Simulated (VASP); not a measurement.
# Al4N5: single point with PBE

System: Al4N5, a slab with vacuum.

```
N Al
1.0
     3.12977    0.00000    0.00000
    -1.56488    2.71046    0.00000
     0.00000    0.00000   25.06215
N Al
5 4
Direct
  0.33333 0.66667 0.15960
  0.66667 0.33333 0.25970
  0.33333 0.66667 0.36206
  0.66667 0.33333 0.46105
  0.66667 0.66667 0.62773
  0.66667 0.33333 0.18332
  0.33333 0.66667 0.28341
  0.66667 0.33333 0.38142
  0.33333 0.66667 0.48129
```

* Program: VASP 6.6.1
* Task: single point
* Functional: PBE
* Potentials or basis: VASP PAW PBE potentials, release 64 (N, Al)
* Cutoff: 520 eV
* k mesh: 9 × 9 × 1
* Occupations: gaussian, width 0.05 eV
* Spin: collinear spin
* Starting moments: [0.0, 0.0, 0.0, 0.0, 3.0, 0.0, 0.0, 0.0, 0.0] μB
* Dipole correction: yes
* Further INCAR settings: ALGO = Normal; EDIFF = 1e-06; NBANDS = 32

| Quantity | Value |
| --- | --- |
| Largest force | 2.702 eV/Å |
| Net moment | 2.52 μB per cell |
| Site moments | N +0.02, -0.00, -0.01, -0.06, +1.87; Al +0.00, -0.00, -0.01, -0.04 μB |
| Valence electrons inside the program's atomic spheres | N 3.70, 3.84, 3.86, 3.29 (each value once); Al 0.80, 0.79, 0.76 (each value once) |

Forces on the atoms (eV/Å):
```
N    0.000  0.000  2.063
N    0.001  0.000  2.018
N    0.000  0.001  0.050
N    0.005  0.001  0.097
N   -0.017  0.005 -0.355
Al   0.000  0.000 -2.702
Al   0.000  0.000 -1.415
Al   0.001  0.000  0.031
Al   0.011 -0.008  0.214
```

Levels at points of the mesh, in eV from the Fermi level:
Spin up:
```
           k point  band 17  band 18  band 19  band 20  band 21  band 22  band 23  band 24
(0.00, 0.00, 0.00)    -1.34    -0.81    -0.01     0.07     0.07     2.80     3.76     4.52
```
Spin down:
```csv
k point,band 13,band 14,band 15,band 16,band 17,band 18,band 19,band 20,band 21,band 22
"(0.00, 0.00, 0.00)",-1.99,-1.99,-1.36,-0.63,0.14,0.14,0.96,2.76,3.12,3.17
```

Run time: 9.9 min on 1 thread of Intel(R) Xeon(R) 6975P-C (Granite Rapids) (shared host), peak memory 0.64 GiB.
